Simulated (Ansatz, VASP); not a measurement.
Two plane-wave programs on P

Contents of INCAR:

```
SYSTEM = P
ALGO = Normal
EDIFF = 1E-6
EDIFFG = -0.01
ENCUT = 600
GGA = PE
IBRION = 2
ISIF = 3
ISMEAR = 0
LASPH = .True.
LCHARG = .False.
LREAL = .False.
LWAVE = .False.
NELM = 60
NSW = 100
PREC = Accurate
SIGMA = 0.1
```

KPOINTS

```
k-points
0
Gamma
  22 22 22
  0 0 0
```

POSCAR

```
P
1.0
    2.4463205084      0.0000000000      0.0000000000
    0.0000000000      2.4463205084      0.0000000000
    0.0000000000      0.0000000000      2.4463205084
P
1
Direct
    0.0000000000      0.0000000000      0.0000000000
```

Input for Ansatz:

```yaml
crystal:
  lattice:
    - [2.4463205084, 0.0, 0.0]
    - [0.0, 2.4463205084, 0.0]
    - [0.0, 0.0, 2.4463205084]
  atoms:
    - { symbol: P, position: [0.0, 0.0, 0.0] }
basis:
  ecutwfc: 420
kpoints:
  mp_grid: { grid: [22, 22, 22] }
hamiltonian:
  xc: pbe
scf:
  occupations: { method: gaussian, width: 0.1 }
output:
  forces: true
  stress: true
  eigenvalues: true
  write_density: true
  write_potential: true
  elf: true
  volumetric_format: npy
relax:
  adjacent_minimum: "off"
  f_tol: 0.01
  max_steps: 80
  cell: { stress_tol: 0.05 }
```

Change from the starting cell: the structure that the rattled cell fell into.

Alike in both runs: task relaxation of cell and atoms; functional PBE; k mesh 22 × 22 × 22; occupations gaussian, width 0.1 eV; no spin polarisation.

|  | VASP | Ansatz |
| --- | --- | --- |
| version | VASP 6.6.1 | Ansatz 0.2.0 |
| potentials or method | VASP PAW PBE potentials, release 64 (P), cutoff 600 eV | scalar-relativistic, plane waves, PAW |
| valence electrons in the cell | 5 | 5 |

|  | VASP | Ansatz | Ansatz less VASP |
| --- | --- | --- | --- |
| gap on the k mesh at the Fermi level, each at its own relaxed structure (eV) | none | none | - |
| relaxed volume (Å³/atom) | 14.58 | 14.61 | +0.032 |
| relaxed cell length with the largest relative difference (Å) | 2.443 | 2.444 | +0.0018 |

A gap of «none» marks a metal or a gap that the smearing closes.
